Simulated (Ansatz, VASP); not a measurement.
Two plane-wave programs on Pt

```xyz
5
Lattice="2.7534 0.0000 0.0000 -1.3767 2.3845 0.0000 0.0000 0.0000 24.9926" Properties=species:S:1:pos:R:3 pbc="T T T"
Pt    2.0651    0.3974    8.0128
Pt   -0.6884    1.9871   10.2723
Pt    0.6884    1.1923   12.4963
Pt    2.0651    0.3974   14.7203
Pt   -0.6884    1.9871   16.9798
```

Alike in both runs: task single point; functional LDA; k mesh 17 × 17 × 1; occupations fermi-dirac, width 0.05 eV; no spin polarisation.

```csv
,VASP,Ansatz
version,VASP 6.6.1,Ansatz 0.2.0
potentials or method,"VASP PAW LDA potentials, release 64 (Pt)","PAW with Ansatz's default frozen-core files, scalar-relativistic"
plane-wave cutoff (eV),520,420
valence electrons in the cell,50,90
```

|  | VASP | Ansatz | Ansatz less VASP |
| --- | --- | --- | --- |
| rms of the force components (eV/Å) | 0.012 | 0.002 | -0.0099 |

LDA's correlation is that of Perdew and Zunger in VASP and of Perdew and Wang (1992) in Ansatz. Atom by atom the forces differ by 0.010 eV/Å (rms over components). VASP's potentials hold 50 valence electrons a cell and Ansatz's 90, so a difference there can come from the potentials and not from the codes.

Neither program's run includes spin-orbit coupling.
